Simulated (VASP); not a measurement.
# Cu3O2 (I4/mmm) in VASP: notebook

The runs below take Cu3O2 through single point, with PBE.

Program: VASP 6.6.1. These are calculated values, not measurements. Logs are shortened: lines on timing, memory, paths and dates and some standing lists are left out, and cuts for length are marked.

## Step 1: The cell of the first run

It takes space group I4/mmm (No. 139, tetragonal). Conventional cell: a = 4.026 Å, b = 4.026 Å, c = 7.341 Å, α = 90.00°, β = 90.00°, γ = 90.00°. Within 2.4 Å of Cu (site symmetry -4m2) lie 2 O at 1.84 Å. Within 2.8 Å of Cu (site symmetry 4/mmm) lie 4 O at 2.01 Å and 8 Cu at 2.72 Å. O (site symmetry mmm) has 4 Cu at 1.84 to 2.01 Å within 2.4 Å.

## Step 2: Single point, PBE

INCAR

```
SYSTEM = Cu3O2
ALGO     = Normal         ! electronic algorithm
EDIFF    = 1E-6           ! SCF threshold, eV
ENCUT    = 520            ! plane-wave cutoff, eV
GGA      = PE             ! functional
ISIF     = 2              ! what is computed and relaxed
ISMEAR   = 0              ! smearing method
LASPH    = .True.         ! aspherical terms in the spheres
LCHARG   = .True.         ! write CHGCAR
LELF     = .True.         ! ELF
LREAL    = .False.        ! projectors in reciprocal space
LVHAR    = .True.       
LWAVE    = .False.        ! write WAVECAR
NBANDS   = 30             ! bands
NELM     = 60             ! most SCF steps
PREC     = Accurate       ! precision mode
SIGMA    = 0.15           ! smearing width, eV
```

KPOINTS

```
k-points
0
Gamma
  14 14 14
  0 0 0
```

POSCAR

```
Cu3O2
1.0
   -2.0130000000      2.0130000000      3.6707248177
    2.0130000000     -2.0130000000      3.6707248177
    2.0130000000      2.0130000000     -3.6707248177
Cu O
3 2
Direct
    0.2500000000      0.7500000000      0.5000000000
    0.7500000000      0.2500000000      0.5000000000
    0.0000000000      0.0000000000      0.0000000000
    0.0000000000      0.5000000000      0.5000000000
    0.5000000000      0.0000000000      0.5000000000
```

Potentials or basis: VASP PAW PBE potentials, release 64 (Cu, O).

Started as:

```sh
cat potpaw_PBE.64/Cu/POTCAR potpaw_PBE.64/O/POTCAR > POTCAR
mpirun -np 1 vasp_std > vasp.out
```

OUTCAR:

```text
SYSTEM = Cu3O2
   EDIFF = 1E-6
   ENCUT = 520
   GGA = PE
   ISIF = 2
   ISMEAR = 0
   LASPH = .True.
   LREAL = .False.
   NELM = 60
   PREC = Accurate

 ion  position               nearest neighbor table
   1  0.250  0.750  0.500-   4 1.84   5 1.84   3 2.72   3 2.72   3 2.72   3 2.72
   2  0.750  0.250  0.500-   4 1.84   5 1.84   3 2.72   3 2.72   3 2.72   3 2.72
   3  0.000  0.000  0.000-   4 2.01   5 2.01   4 2.01   5 2.01   2 2.72   1 2.72   1 2.72   2 2.72
                             2 2.72   1 2.72   1 2.72   2 2.72
   4  0.000  0.500  0.500-   1 1.84   2 1.84   3 2.01   3 2.01
   5  0.500  0.000  0.500-   1 1.84   2 1.84   3 2.01   3 2.01

  LATTYP: Found a body centered tetragonal cell.
 ALAT       =     4.0260000000
 C/A-ratio  =     1.8235095965

  Lattice vectors:

 A1 = (  -2.0130000000,   2.0130000000,   3.6707248177)
 A2 = (   2.0130000000,  -2.0130000000,   3.6707248177)
 A3 = (   2.0130000000,   2.0130000000,  -3.6707248177)

Analysis of symmetry for initial positions (statically):
=====================================================================
 Subroutine PRICEL returns:
 Original cell was already a primitive cell.

 Routine SETGRP: Setting up the symmetry group for a
 body centered tetragonal supercell.

 Subroutine GETGRP returns: Found 16 space group operations
 (whereof 16 operations were pure point group operations)
 out of a pool of 16 trial point group operations.

The static configuration has the point symmetry D_4h.

Analysis of symmetry for dynamics (positions and initial velocities):
=====================================================================
 Subroutine PRICEL returns:
 Original cell was already a primitive cell.

 Routine SETGRP: Setting up the symmetry group for a
 body centered tetragonal supercell.

 Subroutine GETGRP returns: Found 16 space group operations
 (whereof 16 operations were pure point group operations)
 out of a pool of 16 trial point group operations.

The dynamic configuration has the point symmetry D_4h.

 Subroutine INISYM returns: Found 16 space group operations
 (whereof 16 operations are pure point group operations),
 and found     1 'primitive' translations

----------------------------------------------------------------------------------------

                                     Primitive cell

  volume of cell :      59.4976

  direct lattice vectors                    reciprocal lattice vectors
    -2.013000000  2.013000000  3.670724818     0.000000000  0.248385494  0.136212880
     2.013000000 -2.013000000  3.670724818     0.248385494  0.000000000  0.136212880
     2.013000000  2.013000000 -3.670724818     0.248385494  0.248385494  0.000000000

  length of vectors
     4.645272725  4.645272725  4.645272725     0.283283078  0.283283078  0.351270135

  position of ions in fractional coordinates (direct lattice)
     0.250000000  0.750000000  0.500000000
     0.750000000  0.250000000  0.500000000
     0.000000000  0.000000000  0.000000000
     0.000000000  0.500000000  0.500000000
     0.500000000  0.000000000  0.500000000

  ion indices of the primitive-cell ions
   primitive index   ion index
                 1           1
                 2           2
                 3           3
                 4           4
                 5           5

----------------------------------------------------------------------------------------

 KPOINTS: k-points

Automatic generation of k-mesh.
 Grid dimensions read from file:
 generate k-points for:   14   14   14

 Generating k-lattice:

  Cartesian coordinates                     Fractional coordinates (reciprocal lattice)
     0.000000000  0.017741821  0.009729491     0.071428571 -0.000000000  0.000000000
     0.017741821  0.000000000  0.009729491    -0.000000000  0.071428571  0.000000000
     0.017741821  0.017741821  0.000000000     0.000000000  0.000000000  0.071428571

  Length of vectors
     0.020234506  0.020234506  0.025090724

  Shift w.r.t. Gamma in fractional coordinates (k-lattice)
     0.000000000  0.000000000  0.000000000

 Subroutine IBZKPT returns following result:
 ===========================================

 Found    244 irreducible k-points:

 Following reciprocal coordinates:
            Coordinates               Weight
  0.000000  0.000000  0.000000      1.000000
  0.071429  0.000000  0.000000      8.000000
  0.142857 -0.000000  0.000000      8.000000
  0.214286  0.000000 -0.000000      8.000000
  0.285714  0.000000 -0.000000      8.000000
  0.357143  0.000000 -0.000000      8.000000
[... 16 lines left out ...]
  0.214286  0.142857 -0.000000     16.000000
  0.285714  0.142857 -0.000000     16.000000
 [... further k-points ...]
   k-points           NKPTS =    244   k-points in BZ     NKDIM =    244   number of bands    NBANDS=     30
   number of dos      NEDOS =    301   number of ions     NIONS =      5
   total plane-waves  NPLWV =  46656
   dimension x,y,z NGX =    36 NGY =   36 NGZ =   36
   dimension x,y,z NGXF=    72 NGYF=   72 NGZF=   72
   ions per type =               3   2
   NGX,Y,Z   is equivalent  to a cutoff of  12.88, 12.88, 12.88 a.u.
   NGXF,Y,Z  is equivalent  to a cutoff of  25.77, 25.77, 25.77 a.u.
 SYSTEM =  Cu3O2
   PREC   = accura    normal or accurate (medium, high low for compatibility)
   ISTART =      0    job   : 0-new  1-cont  2-samecut
   ICHARG =      2    charge: 1-file 2-atom 10-const
   ISPIN  =      1    spin polarized calculation?
   LNONCOLLINEAR =      F non collinear calculations
   LSORBIT =      F    spin-orbit coupling
   LASPH  =      T    aspherical Exc in radial PAW
   ENCUT  =  520.0 eV  38.22 Ry    6.18 a.u.   8.64  8.64  8.64*2*pi/ulx,y,z
   NELM   =     60;   NELMIN=  2; NELMDL= -5     # of ELM steps
   EDIFF  = 0.1E-05   stopping-criterion for ELM
   LREAL  =      F    real-space projection
   EDIFFG = 0.1E-04   stopping-criterion for IOM
   NSW    =      0    number of steps for IOM
   IBRION =     -1    ionic relax: 0-MD 1-quasi-New 2-CG
   NFREE  =      0    steps in history (QN), initial steepest desc. (CG)
   ISIF   =      2    stress and relaxation
   ISYM   =      2    0-nonsym 1-usesym 2-fastsym
   POTIM  = 0.5000    time-step for ionic-motion
   TEBEG  =    0.0;   TEEND  =   0.0 temperature during run
   PSTRESS=    0.0 pullay stress
   NELECT =      45.0000    total number of electrons
   NUPDOWN=      -1.0000    fix difference up-down
   EMIN   =  10.00;   EMAX   =-10.00  energy-range for DOS
   EFERMI =   0.00;   METHOD = LEGACY
   ISMEAR =     0;   SIGMA  =   0.15  broadening in eV -4-tet -1-fermi 0-gaus
   EFERMI_NEDOS =   21; number of points for ismear=-14 and -15
   IALGO  =     38    algorithm
   IMIX   =      4    mixing-type and parameters
     AMIX     =   0.40;   BMIX     =  1.00
     AMIX_MAG =   1.60;   BMIX_MAG =  1.00
  volume/ion in A,a.u.               =      11.90        80.30
  Fermi-wavevector in a.u.,A,eV,Ry     =   1.491578  2.818673 30.270296  2.224804
  Thomas-Fermi vector in A             =   2.604215
   LORBIT       =      0    0 simple, 1 ext, 2 COOP (PROOUT), +10 PAW based schemes
   GGA     = PE    functional components
   LHFCALC =     F    Hartree Fock is set to
   AEXX    =    0.0000 exact exchange contribution
   IVDW    =     0    specifies the selected vdW correction
   LEPSILON=     F    determine dielectric tensor
   LRPA    =     F    only Hartree local field effects (RPA)
 non-spin polarized calculation
 Gauss-broadening in eV      SIGMA  =   0.15
  energy-cutoff  :      520.00
  volume of cell :       59.50
 maximum number of plane-waves:      1637
   NGX = 17   NGY = 17   NGZ = 17

 number of electron      45.0000021 magnetization

 Free energy of the ion-electron system (eV)
  ---------------------------------------------------
  ext. energy  EPLUGINS =         0.00000000
  ---------------------------------------------------
  free energy    TOTEN  =       -22.70102304 eV

  energy without entropy =      -22.67865051  energy(sigma->0) =      -22.68983678

 E-fermi :   4.4974     XC(G=0): -11.2302

 val. band max:        4.4968518095   @ k =  -0.2143   0.4286   0.0714
 cond. band min:       4.4977952973   @ k =   0.5000   0.1429   0.0000
 fundamental gap:      0.0009434879
 Fermi energy:         4.4974204146

 k-point     1 :       0.0000    0.0000    0.0000
  band No.  band energies     occupation
      1     -14.7060      2.00000
      2     -13.4585      2.00000
      3      -2.0817      2.00000
      4      -1.0999      2.00000
      5      -1.0999      2.00000
      6      -0.5349      2.00000
[... 22 lines left out ...]
     29      15.4729      0.00000
     30      15.7640      0.00000

 k-point     2 :       0.0714    0.0000    0.0000
  band No.  band energies     occupation
      1     -14.6878      2.00000
      2     -13.4702      2.00000
      3      -2.0740      2.00000
      4      -1.1462      2.00000
      5      -1.0809      2.00000
      6      -0.6042      2.00000
[... 22 lines left out ...]
     29      15.2229      0.00000
     30      16.1449      0.00000

 k-point     3 :       0.1429   -0.0000    0.0000
  band No.  band energies     occupation
      1     -14.6341      2.00000
      2     -13.5060      2.00000
      3      -2.0507      2.00000
      4      -1.2753      2.00000
      5      -1.0245      2.00000
      6      -0.7544      2.00000
[... 22 lines left out ...]
     29      15.0637      0.00000
     30      16.6360      0.00000

 k-point     4 :       0.2143    0.0000   -0.0000
  band No.  band energies     occupation
      1     -14.5488      2.00000
      2     -13.5653      2.00000
      3      -2.0118      2.00000
      4      -1.4594      2.00000
      5      -0.9352      2.00000
      6      -0.9332      2.00000
[... 616 lines left out ...]
     29      14.9873      0.00000
     30      15.7710      0.00000

 k-point    23 :       0.2143    0.1429   -0.0000
  band No.  band energies     occupation
      1     -14.4383      2.00000
      2     -13.6484      2.00000
      3      -1.7232      2.00000
      4      -1.5404      2.00000
      5      -1.4349      2.00000
      6      -0.9420      2.00000
[... 22 lines left out ...]
     29      14.8549      0.00000
     30      15.8354      0.00000

 k-point    24 :       0.2857    0.1429   -0.0000
  band No.  band energies     occupation
      1     -14.3225      2.00000
      2     -13.7322      2.00000
      3      -1.7464      2.00000
      4      -1.6744      2.00000
      5      -1.5610      2.00000
      6      -0.8695      2.00000
[... 22 lines left out ...]
     29      14.6649      0.00000
     30      15.8164      0.00000

 [... further k-points ...]

------------------------ aborting loop because EDIFF is reached ----------------------------------------

  FORCE on cell =-STRESS in cart. coord.  units (eV):
  Direction    XX          YY          ZZ          XY          YZ          ZX
  --------------------------------------------------------------------------------------
  -------------------------------------------------------------------------------------
  Total        0.9072442      0.9072442      1.1486566      0.0000000      0.0000000      0.0000000
  in kB       24.4306730     24.4306730     30.9315324      0.0000000      0.0000000      0.0000000
  external PRESSURE =      26.5976262 kB  Pullay stress =       0.0000000 kB

 VOLUME and BASIS-vectors are now :
 -----------------------------------------------------------------------------
  energy-cutoff  :      520.00
  volume of cell :       59.50
      direct lattice vectors                 reciprocal lattice vectors
    -2.013000000  2.013000000  3.670724818     0.000000000  0.248385494  0.136212880
     2.013000000 -2.013000000  3.670724818     0.248385494  0.000000000  0.136212880
     2.013000000  2.013000000 -3.670724818     0.248385494  0.248385494  0.000000000

 POSITION                                       TOTAL-FORCE (eV/Angst)
 -----------------------------------------------------------------------------------
      2.01300      0.00000      1.83536        -0.000000      0.000000     -0.000000
      0.00000      2.01300      1.83536         0.000000      0.000000      0.000000
      0.00000      0.00000      0.00000        -0.000000     -0.000000      0.000000
      2.01300      0.00000      0.00000        -0.000000     -0.000000      0.000000
      0.00000      2.01300      0.00000        -0.000000     -0.000000      0.000000
 -----------------------------------------------------------------------------------
    total drift:                                0.000000      0.000000      0.000000

  FREE ENERGIE OF THE ION-ELECTRON SYSTEM (eV)
  ---------------------------------------------------
  free  energy   TOTEN  =       -22.7010230436 eV

  energy  without entropy=      -22.6786505091  energy(sigma->0) =      -22.68983678
```

Wall time 6.4 min (1 thread of AMD EPYC 9R45 (Zen 5), shared host); peak memory 0.43 GiB.

What came out:

```
Free energy            : -22.7010 eV
Pressure               : 2.7 GPa
Band gap on the k mesh : zero (an odd number of electrons rules out a gap without spin polarisation)
```

Caveat: an odd number of electrons without spin polarisation forces a metal; a magnetic or distorted state may lie lower. With open d or f shells a metallic result of PBE can be an artefact of self-interaction; +U or a hybrid may open a gap.

## Step 3: Single point, PBE

This run uses another cell than the first one, of 11.96 Å³/atom.

INCAR

```
ALGO     = Normal         # electronic algorithm
EDIFF    = 1E-6           # SCF threshold, eV
ENCUT    = 520            # plane-wave cutoff, eV
GGA      = PE             # functional
ISIF     = 2              # what is computed and relaxed
ISMEAR   = 0              # smearing method
LASPH    = T              # aspherical terms in the spheres
LCHARG   = F              # write CHGCAR
LREAL    = F              # projectors in reciprocal space
LWAVE    = F              # write WAVECAR
NBANDS   = 30             # bands
NELM     = 80             # most SCF steps
PREC     = Accurate       # precision mode
SIGMA    = 0.15           # smearing width, eV
```

KPOINTS

```
k-points
0
Gamma
  14 14 14
```

Changes to POSCAR since step 2:

```diff
@@ -2,5 +2,5 @@
 1.0
-   -2.0130000000      2.0130000000      3.6707248177
-    2.0130000000     -2.0130000000      3.6707248177
-    2.0130000000      2.0130000000     -3.6707248177
+   -2.0740000000      2.0740000000      3.4749500000
+    2.0740000000     -2.0740000000      3.4749500000
+    2.0740000000      2.0740000000     -3.4749500000
 Cu O
```

Potentials or basis: VASP PAW PBE potentials, release 64 (Cu, O).

Started as:

```sh
cat potpaw_PBE.64/Cu/POTCAR potpaw_PBE.64/O/POTCAR > POTCAR
mpirun -np 1 vasp_std > vasp.out
```

Run time: 5.4 min. Hardware: 1 thread of AMD EPYC 9R45 (Zen 5), shared host; peak memory 0.43 GiB.

The run converged. Its results:

- Free energy: -22.3943 eV
- Pressure: 11.8 GPa
- Band gap on the k mesh: zero (an odd number of electrons rules out a gap without spin polarisation)

Stress tensor (GPa, compression positive):
```
 1.23  0.00  0.00
 0.00  1.23  0.00
 0.00  0.00 32.93
```

Levels at points of the mesh, in eV from the Fermi level:
```
           k point  band 19  band 20  band 21  band 22  band 23  band 24  band 25  band 26  band 27  band 28
(0.00, 0.00, 0.00)    -1.74    -1.71    -0.60    -0.60     0.35     0.90     5.17     5.17     7.05     7.16
(0.50, 0.00, 0.00)    -1.48    -1.31    -0.90    -0.63    -0.19     3.29     3.51     7.84     8.20     8.41
(0.50, 0.50, 0.00)    -1.58    -0.60    -0.36    -0.27     0.65     0.99     3.74     4.00     8.44     9.07
(0.50, 0.50, 0.50)    -1.82    -1.74    -1.27    -0.16    -0.16     2.98     5.34     6.37     6.37     7.15
```

Caveat: the cell stands under pressure; an odd number of electrons without spin polarisation forces a metal; a magnetic or distorted state may lie lower.

## Step 4: Single point, PBE

This run uses another cell than the first one, of 11.97 Å³/atom.

INCAR

```
SYSTEM = Cu3O2
PREC = Accurate
ENCUT = 520
EDIFF = 1E-6
ISMEAR = 0
SIGMA = 0.15
LREAL = .FALSE.
LASPH = .TRUE.
NELM = 60
ALGO = Normal
ISIF = 2
LWAVE = .FALSE.
LCHARG = .FALSE.
GGA = PE
NBANDS = 30
```

KPOINTS

```
Automatic mesh
0
G
  14 14 14
  0 0 0
```

Changes to POSCAR since step 3:

```diff
@@ -2,5 +2,5 @@
 1.0
-   -2.0740000000      2.0740000000      3.4749500000
-    2.0740000000     -2.0740000000      3.4749500000
-    2.0740000000      2.0740000000     -3.4749500000
+   -1.9926500000      1.9926500000      3.7686000000
+    1.9926500000     -1.9926500000      3.7686000000
+    1.9926500000      1.9926500000     -3.7686000000
 Cu O
```

Started as:

```sh
cat potpaw_PBE.64/Cu/POTCAR potpaw_PBE.64/O/POTCAR > POTCAR
mpirun -np 1 vasp_std > vasp.out
```

It took 6.1 min on 1 thread of AMD EPYC 9R45 (Zen 5), shared host; peak memory 0.43 GiB.

It converged, with:

| Item | Value |
| --- | --- |
| Free energy | -22.6586 eV |
| Pressure | -0.8 GPa |
| Band gap on the k mesh | zero (an odd number of electrons rules out a gap without spin polarisation) |

Stress tensor (GPa, compression positive):
```
 2.52  0.00  0.00
 0.00  2.52  0.00
 0.00  0.00 -7.56
```

Levels at points of the mesh, in eV from the Fermi level:
```tsv
k point	band 20	band 21	band 22	band 23	band 24	band 25	band 26	band 27
(0.00, 0.00, 0.00)	-1.40	-0.89	-0.89	0.25	0.37	5.20	5.20	7.00
(0.50, 0.00, 0.00)	-1.32	-0.95	-0.56	-0.24	2.60	3.03	8.17	8.27
(0.50, 0.50, 0.00)	-0.55	-0.39	-0.23	0.47	1.42	3.47	3.53	7.24
(0.50, 0.50, 0.50)	-1.41	-1.29	-0.39	-0.39	3.44	4.29	6.27	6.27
```

Caveat: an odd number of electrons without spin polarisation forces a metal; a magnetic or distorted state may lie lower.

## Step 5: Overview

| cell | gap on the mesh (eV) | pressure (GPa) |
| --- | --- | --- |
| a = 4.645 Å, angles 128.6, 128.6, 75.6°, 5 atoms | none | 2.7 |
| a = 4.547 Å, angles 125.7, 125.7, 80.3°, 5 atoms | none | 11.8 |
| a = 4.706 Å, angles 129.9, 129.9, 73.6°, 5 atoms | none | -0.8 |

Alike in all rows: task single point; level PBE; potentials or basis VASP PAW PBE potentials, release 64 (Cu, O); no spin polarisation; k mesh 14 × 14 × 14; cutoff (eV) 520; smearing gaussian 0.15 eV.

Caveats: an odd number of electrons without spin polarisation forces a metal; a magnetic or distorted state may lie lower; the cell stands under pressure (at least some runs).

Total energies depend on the potentials used, so only differences within one code and one set of settings carry meaning.
